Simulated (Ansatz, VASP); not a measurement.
**Mg2Si3N in VASP and in Ansatz**

INCAR

```
  PREC = Accurate
  ENCUT = 520
  EDIFF = 1E-6
  ISMEAR = 0
  SIGMA = 0.1
  LREAL = False
  LASPH = True
  NELM = 150
  ALGO = Normal
  ISIF = 2
  LWAVE = False
  LCHARG = False
  ISPIN = 2
  MAGMOM = 0 0 0 0 0 1
  LORBIT = 11
  GGA = PE
  NBANDS = 24
```

The input KPOINTS:

```
regular mesh
0
Gamma
  6 6 2
```

Contents of POSCAR:

```
Mg2Si3N
1.0
    3.8152789958      0.0000000000      0.0000000000
   -1.9076394979      3.3041285329      0.0000000000
    0.0000000000      0.0000000000      7.8183405620
Mg Si N
2 3 1
Direct
    0.3333333333      0.6666666667      0.7275727528
    0.3333333333      0.6666666667      0.2724272472
    0.6666666667      0.3333333333      0.0000000000
    0.0000000000      0.0000000000      0.5000000000
    0.0000000000      0.0000000000      0.0000000000
    0.6666666667      0.3333333333      0.5000000000
```

Input for Ansatz:

```yaml
crystal:
  lattice:
    - [3.8152789958, 0.0, 0.0]
    - [-1.9076394979, 3.3041285329, 0.0]
    - [0.0, 0.0, 7.818340562]
  atoms:
    - { symbol: Mg, position: [0.3333333333, 0.6666666667, 0.7275727528] }
    - { symbol: Mg, position: [0.3333333333, 0.6666666667, 0.2724272472] }
    - { symbol: Si, position: [0.6666666667, 0.3333333333, 0.0] }
    - { symbol: Si, position: [0.0, 0.0, 0.5] }
    - { symbol: Si, position: [0.0, 0.0, 0.0] }
    - { symbol: "N", position: [0.6666666667, 0.3333333333, 0.5], spin: 1.0 }
basis:
  ecutwfc: 420
kpoints:
  mp_grid: { grid: [6, 6, 2] }
hamiltonian:
  xc: pbe
scf:
  occupations: { method: gaussian, width: 0.1 }
  lower_state_search: "off"
output:
  forces: true
  stress: true
  eigenvalues: true
  populations: true
magnetization:
  spin_polarized: true
```

Change from the starting cell: species swapped into the Ce2CuSi3 type (P-6m2, No. 187).

Alike in both runs: task single point; functional PBE; k mesh 6 × 6 × 2; occupations gaussian, width 0.1 eV; collinear spin.

```csv
,VASP,Ansatz
version,VASP 6.6.1,Ansatz 0.2.0
potentials or method,"VASP PAW PBE potentials, release 64 (Mg, Si, N), cutoff 520 eV","scalar-relativistic, plane waves, PAW"
valence electrons in the cell,21,37
```

Ansatz gave:

| Quantity | Value |
| --- | --- |
| gap on the k mesh at the Fermi level (eV) | none |
| pressure (GPa) | 0.5 |
| traceless stress, the component that is largest in VASP (GPa) | -1.81 |
| rms of the force components (eV/Å) | 0.036 |
| net moment per atom (μB) | 0.00 |

Q: What did VASP give for the same quantities?

A: gap on the k mesh at the Fermi level (eV): none; pressure (GPa): 0.3; traceless stress, the component that is largest in VASP (GPa): -1.80; rms of the force components (eV/Å): 0.035; net moment per atom (μB): 0.00.

Atom by atom the forces differ by 0.001 eV/Å (rms over components). A gap of «none» marks a metal or a gap that the smearing closes. The functional is the same, so the differences come from potentials, cutoffs and numerics. VASP's potentials hold 21 valence electrons a cell and Ansatz's 37, so a difference there can come from the potentials and not from the codes. Ansatz's warnings: seeded moment not kept.

The k mesh is coarse, so the values compare programs but aren't converged.
